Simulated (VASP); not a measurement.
# AgCl (I4mm) in VASP: further runs, part 2 of 2

VASP 6.6.1.

**3. Single point, PBE (atoms displaced along a vibrational mode)**

INCAR

```
PREC = Accurate
ENCUT = 520
EDIFF = 1E-7
ISMEAR = 0
SIGMA = 0.05
LREAL = F
LASPH = T
NELM = 80
ALGO = Normal
ISIF = 2
LWAVE = F
LCHARG = T
GGA = PE
LELF = T
LVHAR = T
NBANDS = 16
```

KPOINTS

```
regular mesh
0
Gamma
  8 8 8
```

POSCAR

```
AgCl
1.0
    0.0000000000      2.8060228508      2.8060228508
    2.8060228508      0.0000000000      2.8060228508
    2.8060228508      2.8060228508      0.0000000000
Ag Cl
1 1
Direct
    0.4925160227      0.5074839773      0.5074839773
    0.0227724446     -0.0227724446     -0.0227724446
```

Potentials or basis: VASP PAW PBE potentials, release 64 (Ag, Cl).

Started as:

```sh
> cat potpaw_PBE.64/Ag/POTCAR potpaw_PBE.64/Cl/POTCAR > POTCAR
> mpirun -np 1 vasp_std > vasp.out
```

OUTCAR:

```text
PREC = Accurate
   ENCUT = 520
   EDIFF = 1E-7
   ISMEAR = 0
   LREAL = F
   LASPH = T
   NELM = 80
   ISIF = 2
   GGA = PE

 ion  position               nearest neighbor table
   1  0.493  0.507  0.507-   2 2.64   2 2.81   2 2.81   2 2.81   2 2.81   2 2.98
   2  0.023  0.977  0.977-   1 2.64   1 2.81   1 2.81   1 2.81   1 2.81   1 2.98

  LATTYP: Found a face centered cubic cell.
 ALAT       =     5.6120457016

  Lattice vectors:

 A1 = (   0.0000000000,   2.8060228508,   2.8060228508)
 A2 = (   2.8060228508,   0.0000000000,   2.8060228508)
 A3 = (   2.8060228508,   2.8060228508,   0.0000000000)

Analysis of symmetry for initial positions (statically):
=====================================================================
 Subroutine PRICEL returns:
 Original cell was already a primitive cell.

 Routine SETGRP: Setting up the symmetry group for a
 face centered cubic supercell.

 Subroutine GETGRP returns: Found  8 space group operations
 (whereof  8 operations were pure point group operations)
 out of a pool of 48 trial point group operations.

The static configuration has the point symmetry C_4v.

Analysis of symmetry for dynamics (positions and initial velocities):
=====================================================================
 Subroutine PRICEL returns:
 Original cell was already a primitive cell.

 Routine SETGRP: Setting up the symmetry group for a
 face centered cubic supercell.

 Subroutine GETGRP returns: Found  8 space group operations
 (whereof  8 operations were pure point group operations)
 out of a pool of 48 trial point group operations.

The dynamic configuration has the point symmetry C_4v.

 Subroutine INISYM returns: Found  8 space group operations
 (whereof  8 operations are pure point group operations),
 and found     1 'primitive' translations

[... 111 lines left out ...]
   IALGO  =     38    algorithm
   IMIX   =      4    mixing-type and parameters
     AMIX     =   0.40;   BMIX     =  1.00
     AMIX_MAG =   1.60;   BMIX_MAG =  1.00
  volume/ion in A,a.u.               =      22.09       149.10
  Fermi-wavevector in a.u.,A,eV,Ry     =   1.213569  2.293313 20.037975  1.472750
  Thomas-Fermi vector in A             =   2.349017
   LORBIT       =      0    0 simple, 1 ext, 2 COOP (PROOUT), +10 PAW based schemes
   GGA     = PE    functional components
   LHFCALC =     F    Hartree Fock is set to
   AEXX    =    0.0000 exact exchange contribution
   IVDW    =     0    specifies the selected vdW correction
   LEPSILON=     F    determine dielectric tensor
   LRPA    =     F    only Hartree local field effects (RPA)
 non-spin polarized calculation
 Gauss-broadening in eV      SIGMA  =   0.05
  energy-cutoff  :      520.00
  volume of cell :       44.19
 maximum number of plane-waves:      1243
 NGX is ok and might be reduce to    30
   NGX = 15   NGY = 15   NGZ = 15

 number of electron      18.0000005 magnetization

 Free energy of the ion-electron system (eV)
  ---------------------------------------------------
  ext. energy  EPLUGINS =         0.00000000
  ---------------------------------------------------
  free energy    TOTEN  =        -5.38800168 eV

  energy without entropy =       -5.38800168  energy(sigma->0) =       -5.38800168

 E-fermi :   3.6549     XC(G=0):  -9.7755

 val. band max:        3.3572153802   @ k =   0.5000   0.0000   0.0000
 cond. band min:       4.3096811868   @ k =   0.0000   0.0000   0.0000
 fundamental gap:      0.9524658066
 Fermi energy:         3.6549186848

 k-point     1 :       0.0000    0.0000    0.0000
  band No.  band energies     occupation
      1     -11.5549      2.00000
      2       0.5407      2.00000
      3       0.7945      2.00000
      4       0.7945      2.00000
      5       1.0766      2.00000
      6       1.1167      2.00000
[... 433 lines left out ...]
      3      -0.4879      2.00000
      4      -0.2052      2.00000
      5       1.1776      2.00000
      6       1.4434      2.00000
[... 8 lines left out ...]
     15      17.6881      0.00000
     16      18.5130      0.00000

 [... further k-points ...]

------------------------ aborting loop because EDIFF is reached ----------------------------------------

  FORCE on cell =-STRESS in cart. coord.  units (eV):
  Direction    XX          YY          ZZ          XY          YZ          ZX
  --------------------------------------------------------------------------------------
  -------------------------------------------------------------------------------------
  Total        0.2880908     -0.0268642     -0.0268642     -0.0000000     -0.0000000      0.0000000
  in kB       10.4456718     -0.9740478     -0.9740478     -0.0000000     -0.0000000      0.0000000
  external PRESSURE =       2.8325254 kB  Pullay stress =       0.0000000 kB

 VOLUME and BASIS-vectors are now :
 -----------------------------------------------------------------------------
  energy-cutoff  :      520.00
  volume of cell :       44.19
      direct lattice vectors                 reciprocal lattice vectors
     0.000000000  2.806022851  2.806022851    -0.178188143  0.178188143  0.178188143
     2.806022851  0.000000000  2.806022851     0.178188143 -0.178188143  0.178188143
     2.806022851  2.806022851  0.000000000     0.178188143  0.178188143 -0.178188143

 POSITION                                       TOTAL-FORCE (eV/Angst)
 -----------------------------------------------------------------------------------
      2.84802      2.80602      2.80602        -0.174758      0.000000      0.000000
      5.48425      2.80602      2.80602         0.174758      0.000000      0.000000
 -----------------------------------------------------------------------------------
    total drift:                               -0.000290      0.000000      0.000000

  FREE ENERGIE OF THE ION-ELECTRON SYSTEM (eV)
  ---------------------------------------------------
  free  energy   TOTEN  =        -5.3880016836 eV

  energy  without entropy=       -5.3880016836  energy(sigma->0) =       -5.38800168
```

stdout:

```text
POSCAR found type information on POSCAR AgCl
 POSCAR found :  2 types and       2 ions
 scaLAPACK will be used
 LDA part: xc-table for (Slater+PW92), standard interpolation
 POSCAR, INCAR and KPOINTS ok, starting setup
 FFT: planning ... GRIDC
 FFT: planning ... GRID_SOFT
 FFT: planning ... GRID
 WAVECAR not read
 entering main loop
```

Run time: 54 s. Hardware: 1 thread of Intel Xeon 8259CL, shared host; peak memory 0.19 GiB.

What came out:

```yaml
Free_energy: -5.3880 eV
Pressure: 0.3 GPa
Largest_force: 0.175 eV/Å
Band_gap_on_the_k_mesh: 0.95 eV (least direct gap 2.56 eV)
```

Forces in eV/Å, atoms in the order of the input:
```
Ag  -0.175  0.000  0.000
Cl   0.175  0.000  0.000
```

Levels at points of the mesh, in eV from the valence-band top:
```csv
k point,band 7,band 8,band 9,band 10,band 11,band 12
"(0.00, 0.00, 0.00)",-1.87,-1.87,-1.60,0.95,10.76,10.76
"(0.50, 0.00, 0.00)",-1.66,-0.01,0.00,4.39,6.35,7.78
"(0.50, 0.50, 0.00)",-1.85,-1.84,-1.78,2.49,7.97,8.54
"(0.00, 0.50, 0.50)",-1.85,-1.85,-1.79,2.49,8.09,8.62
```

Caveat: the cell differs from its parent crystal (atoms displaced along a vibrational mode).

**4. Single point, PBE (atoms displaced along a vibrational mode)**

INCAR

```
PREC = Accurate
ENCUT = 520
EDIFF = 1E-7
ISMEAR = 0
SIGMA = 0.05
LREAL = False
LASPH = True
NELM = 100
ALGO = Normal
ISIF = 2
LWAVE = False
LCHARG = False
GGA = PE
NBANDS = 16
```

KPOINTS is that of step 3.

POSCAR

```
AgCl
1.0
    0.0000000000      2.8060228508      2.8060228508
    2.8060228508      0.0000000000      2.8060228508
    2.8060228508      2.8060228508      0.0000000000
Ag Cl
1 1
Direct
    0.4625801134      0.5374198866      0.5374198866
    0.1138622231     -0.1138622231     -0.1138622231
```

Started as:

```sh
> cat potpaw_PBE.64/Ag/POTCAR potpaw_PBE.64/Cl/POTCAR > POTCAR
> mpirun -np 1 vasp_std > vasp.out
```

Wall time 66 s (1 thread of Intel Xeon 8259CL, shared host); peak memory 0.19 GiB.

The run converged. Its results:

* Free energy: -3.7073 eV
* Pressure: 21.8 GPa
* Largest force: 8.593 eV/Å
* Band gap on the k mesh: 1.37 eV (least direct gap 1.77 eV)

Forces in eV/Å, atoms in the order of the input:
```
Ag  -8.593  0.000  0.000
Cl   8.593  0.000  0.000
```

Stress tensor (GPa, compression positive):
```
63.77  0.00  0.00
 0.00  0.80  0.00
 0.00  0.00  0.80
```

Levels at points of the mesh, in eV from the valence-band top:
```
           k point  band 5  band 6  band 7  band 8  band 9  band 10  band 11  band 12  band 13  band 14
(0.00, 0.00, 0.00)   -2.94   -2.90   -0.75   -0.75   -0.40     1.37     9.01     9.01     9.38    12.09
(0.50, 0.00, 0.00)   -2.92   -2.92   -2.18   -0.78   -0.46     4.58     5.73     7.81     9.18    12.04
(0.50, 0.50, 0.00)   -2.87   -2.64   -2.59   -1.02   -0.94     2.59     6.04     8.16    12.24    13.60
(0.00, 0.50, 0.50)   -3.26   -2.69   -2.69   -2.32   -2.32     2.74     7.68     9.98    11.25    11.25
```

Caveat: the cell differs from its parent crystal (atoms displaced along a vibrational mode); the cell stands under pressure; forces of over 1 eV/Å act on the atoms, so gaps and moduli don't describe the material at rest. A k mesh can miss the band edges.

**5. Single point, PBE (atoms displaced along a vibrational mode)**

INCAR

```
PREC = Accurate ; ENCUT = 520
EDIFF = 1E-6 ; ISMEAR = 0
SIGMA = 0.05 ; LREAL = False
LASPH = True ; NELM = 80
ALGO = Normal ; ISIF = 2
LWAVE = False ; LCHARG = False
GGA = PE ; NBANDS = 16
```

KPOINTS is that of step 4.

POSCAR

```
AgCl
1.0
    0.0000000000      2.8060228508      2.8060228508
    2.8060228508      0.0000000000      2.8060228508
    2.8060228508      2.8060228508      0.0000000000
Ag Cl
1 1
Direct
    0.4700640907      0.5299359093      0.5299359093
    0.0910897785     -0.0910897785     -0.0910897785
```

Started as:

```sh
> cat potpaw_PBE.64/Ag/POTCAR potpaw_PBE.64/Cl/POTCAR > POTCAR
> mpirun -np 1 vasp_std > vasp.out
```

Wall time 45 s (1 thread of Intel Xeon 8259CL, shared host); peak memory 0.19 GiB.

Results (log left out):

```
Free energy            : -4.7155 eV
Pressure               : 10.8 GPa
Largest force          : 3.851 eV/Å
Band gap on the k mesh : 1.30 eV (least direct gap 1.56 eV)
```

Forces in eV/Å, atoms in the order of the input:
```
Ag  -3.851  0.000  0.000
Cl   3.851  0.000  0.000
```

Stress tensor (GPa, compression positive):
```
31.48  0.00  0.00
 0.00  0.50  0.00
 0.00  0.00  0.50
```

Levels at points of the mesh, in eV from the valence-band top:
| k point | band 7 | band 8 | band 9 | band 10 | band 11 | band 12 |
| --- | --- | --- | --- | --- | --- | --- |
| (0.00, 0.00, 0.00) | -0.83 | -0.83 | -0.25 | 1.30 | 9.65 | 9.65 |
| (0.50, 0.00, 0.00) | -1.79 | -0.40 | -0.17 | 4.75 | 6.12 | 7.99 |
| (0.50, 0.50, 0.00) | -2.05 | -1.08 | -0.97 | 2.76 | 6.76 | 8.49 |
| (0.00, 0.50, 0.50) | -2.17 | -2.06 | -2.06 | 2.85 | 8.01 | 9.71 |

Caveat: the cell differs from its parent crystal (atoms displaced along a vibrational mode); the cell stands under pressure; forces of over 1 eV/Å act on the atoms, so gaps and moduli don't describe the material at rest.

**6. Single point, PBE (atoms displaced along a vibrational mode)**

INCAR

```
SYSTEM = AgCl
PREC = Accurate
ENCUT = 520
EDIFF = 1E-6
ISMEAR = 0
SIGMA = 0.05
LREAL = .False.
LASPH = .True.
NELM = 100
ALGO = Normal
ISIF = 2
LWAVE = .False.
LCHARG = .False.
GGA = PE
NBANDS = 16
```

KPOINTS

```
regular mesh
0
Gamma
  8 8 8
  0 0 0
```

POSCAR

```
AgCl
1.0
    0.0000000000      2.8060228508      2.8060228508
    2.8060228508      0.0000000000      2.8060228508
    2.8060228508      2.8060228508      0.0000000000
Ag Cl
1 1
Direct
    0.4850320454      0.5149679546      0.5149679546
    0.0455448893     -0.0455448893     -0.0455448893
```

Potentials or basis: VASP PAW PBE potentials, release 64 (Ag, Cl).

Started as:

```sh
> cat potpaw_PBE.64/Ag/POTCAR potpaw_PBE.64/Cl/POTCAR > POTCAR
> mpirun -np 1 vasp_std > vasp.out
```

It took 60 s on 1 thread of Intel Xeon 8259CL, shared host; peak memory 0.19 GiB.

It converged, with:

* Free energy: -5.3284 eV
* Pressure: 1.7 GPa
* Largest force: 0.592 eV/Å
* Band gap on the k mesh: 1.05 eV (least direct gap 2.04 eV)

Forces on the atoms (eV/Å):
```
Ag  -0.592  0.000  0.000
Cl   0.592  0.000  0.000
```

Stress tensor (GPa, compression positive):
```
5.17 0.00 0.00
0.00 0.03 0.00
0.00 0.00 0.03
```

Levels at points of the mesh, in eV from the valence-band top:
```tsv
k point	band 5	band 6	band 7	band 8	band 9	band 10	band 11	band 12	band 13	band 14
(0.00, 0.00, 0.00)	-2.23	-2.19	-1.48	-1.48	-0.99	1.05	10.49	10.49	10.60	12.55
(0.50, 0.00, 0.00)	-1.96	-1.95	-1.63	-0.06	0.00	4.54	6.36	7.88	8.16	13.26
(0.50, 0.50, 0.00)	-1.85	-1.85	-1.81	-1.75	-1.50	2.61	7.70	8.60	11.80	11.85
(0.00, 0.50, 0.50)	-2.54	-2.01	-1.85	-1.85	-1.80	2.62	8.13	8.91	11.45	11.45
```

Caveat: the cell differs from its parent crystal (atoms displaced along a vibrational mode).

**7. Overview**

| cell | gap on the mesh (eV) | pressure (GPa) | largest force (eV/Å) |
| --- | --- | --- | --- |
| as given, atomic positions A | 1.21 | 4.9 | 1.60 |
| as given, atomic positions B | 0.95 | 0.3 | 0.17 |
| as given, atomic positions C | 1.37 | 21.8 | 8.59 |
| as given, atomic positions D | 1.30 | 10.8 | 3.85 |
| as given, atomic positions E | 1.05 | 1.7 | 0.59 |

Alike in all rows: task single point; level PBE; potentials or basis VASP PAW PBE potentials, release 64 (Ag, Cl); no spin polarisation; k mesh 8 × 8 × 8; cutoff (eV) 520; smearing gaussian 0.05 eV.

Caveats: the cell stands under pressure (at least some runs); forces of over 1 eV/Å act on the atoms, so gaps and moduli don't describe the material at rest (at least some runs).

Absolute energies hang on the potentials; compare differences alone.
